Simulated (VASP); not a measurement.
Write the native input for VASP 6.6.1 that does the following.

```
Task                   : relaxation of cell and atoms
Functional             : PBEsol
Potentials or basis    : VASP PAW PBE potentials, release 64 (Li_sv, S)
Cutoff                 : 750 eV
k mesh                 : 10 × 10 × 10
Occupations            : fermi-dirac, width 0.1 eV
Spin                   : no spin polarisation
Dipole correction      : no
Further INCAR settings : ALGO = Normal; EDIFF = 1e-07; IBRION = 2; EDIFFG = -0.002; NSW = 100; ISIF = 3
```

The structure of Li2S lies in POSCAR:

```
Li2S
1.0
    0.0000000000      2.8445000000      2.8445000000
    2.8445000000      0.0000000000      2.8445000000
    2.8445000000      2.8445000000      0.0000000000
Li S
2 1
Direct
    0.2500000000      0.2500000000      0.2500000000
    0.7500000000      0.7500000000      0.7500000000
    0.0000000000      0.0000000000      0.0000000000
```

The input as run:

INCAR

```
SYSTEM = Li2S
  PREC = Accurate
  ENCUT = 750
  EDIFF = 1E-7
  ISMEAR = -1
  SIGMA = 0.1
  LREAL = .FALSE.
  LASPH = .TRUE.
  NELM = 120
  ALGO = Normal
  ISIF = 3
  LWAVE = .FALSE.
  LCHARG = .FALSE.
  GGA = PS
  IBRION = 2
  NSW = 100
  EDIFFG = -0.002
  GGA_COMPAT = .FALSE.
  NELMIN = 4
```

KPOINTS

```
regular mesh
0
G
  10 10 10
  0 0 0
```

Potentials or basis: VASP PAW PBE potentials, release 64 (Li_sv, S).

The run is started by

```bash
$ cat potpaw_PBE.64/Li_sv/POTCAR potpaw_PBE.64/S/POTCAR > POTCAR
$ mpirun -np 1 vasp_std > vasp.out
```

It gave:

```json
{"Relaxed volume": "15.07 Å³/atom", "Relaxed cell": "a = 3.998 Å, b = 3.998 Å, c = 3.998 Å, α = 60.00°, β = 60.00°, γ = 60.00°", "Space group after relaxing (to 0.1 Å)": "Fm-3m (No. 225)", "Energy gained by relaxing": "0.7 meV/atom", "Ionic steps": "3", "Pressure after relaxing": "0.0 GPa", "Band gap on the k mesh": "3.20 eV (least direct gap 4.22 eV)"}
```

Caveat: the PAW data sets were made with another functional, which shifts forces and pressure a little.

Run time: 56 s on 1 thread of Intel(R) Xeon(R) Platinum 8488C (Sapphire Rapids) (shared host), peak memory 0.22 GiB.
